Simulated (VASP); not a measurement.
Cu: single point with PBE

The system is Cu.

```xyz
1
Lattice="0.0000 1.7956 1.7956 1.7956 0.0000 1.7956 1.7956 1.7956 0.0000" Properties=species:S:1:pos:R:3 pbc="T T T"
Cu    0.0000    0.0000    0.0000
```

```json
{
  "Program": "VASP 6.6.1",
  "Task": "single point",
  "Functional": "PBE",
  "Potentials or basis": "VASP PAW PBE potentials, release 64 (Cu)",
  "Cutoff": "600 eV",
  "k mesh": "13 × 13 × 13",
  "Occupations": "fermi-dirac, width 0.1 eV",
  "Spin": "no spin polarisation"
}
```

```
Pressure : 5.4 GPa
```

Levels at points of the mesh, in eV from the Fermi level:
```csv
k point,band 3,band 4,band 5,band 6,band 7,band 8,band 9,band 10
"(0.00, 0.00, 0.00)",-3.22,-3.22,-2.37,-2.37,22.63,25.43,25.43,25.43
```

Run time: 9.6 s on 1 thread of Intel(R) Xeon(R) 6975P-C (Granite Rapids), with other jobs on the host, peak memory 0.13 GiB.
